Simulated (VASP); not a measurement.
Wanted: the native input for a VASP 6.6.1 run.

- Task: relaxation of cell and atoms
- Functional: PBE
- Potentials or basis: VASP PAW PBE potentials, release 64 (Sr_sv, Be)
- Cutoff: 600 eV
- k mesh: 4 × 4 × 4
- Occupations: gaussian, width 0.1 eV
- Spin: no spin polarisation
- Dipole correction: no
- Further INCAR settings: ALGO = Normal; EDIFF = 1e-07; IBRION = 2; EDIFFG = -0.04; NSW = 90; ISIF = 3

The structure of Sr2Be lies in POSCAR:

```
Sr2Be
1.0
   -3.5384713088      3.5384713088      2.9454276121
    3.5384713088     -3.5384713088      2.9454276121
    3.5384713088      3.5384713088     -2.9454276121
Sr Be
4 2
Direct
    0.6670000000      0.1670000000      0.8340000000
    0.1670000000      0.3330000000      0.5000000000
    0.3330000000      0.8330000000      0.1660000000
    0.8330000000      0.6670000000      0.5000000000
    0.2500000000      0.2500000000      0.0000000000
    0.7500000000      0.7500000000      0.0000000000
```

The input as run:

INCAR

```
SYSTEM = Sr2Be
ALGO = Normal ; EDIFF = 1E-7
EDIFFG = -0.04 ; ENCUT = 600
GGA = PE ; GGA_COMPAT = .FALSE.
IBRION = 2 ; ISIF = 3
ISMEAR = 0 ; LASPH = .TRUE.
LCHARG = .FALSE. ; LREAL = .FALSE.
LWAVE = .FALSE. ; NELM = 120
NELMIN = 4 ; NSW = 90
PREC = Accurate ; SIGMA = 0.1
```

KPOINTS

```
k-points
0
G
  4 4 4
  0 0 0
```

Potentials or basis: VASP PAW PBE potentials, release 64 (Sr_sv, Be).

Command:

```bash
$ cat potpaw_PBE.64/Sr_sv/POTCAR potpaw_PBE.64/Be/POTCAR > POTCAR
$ mpirun -np 1 vasp_std > vasp.out
```

It gave:

```yaml
Relaxed_volume: 35.99 Å³/atom
Relaxed_cell: a = 6.554 Å, b = 6.554 Å, c = 6.554 Å, α = 107.53°, β = 107.53°, γ = 113.43°
Space_group_after_relaxing_to_0.1_Å: I4/mcm (No. 140)
Energy_gained_by_relaxing: 397.5 meV/atom
Ionic_steps: 13
Pressure_after_relaxing: 0.0 GPa
Largest_force_after_relaxing: 0.010 eV/Å
Band_gap_on_the_k_mesh: zero (bands 22 and 23 overlap by 0.38 eV)
```

Caveat: the volume moved by over 15 % at a fixed basis, so the end points are rough.

Wall time 6.1 min on 1 thread of Intel(R) Xeon(R) 6975P-C (Granite Rapids), on a shared host, peak memory 0.36 GiB.
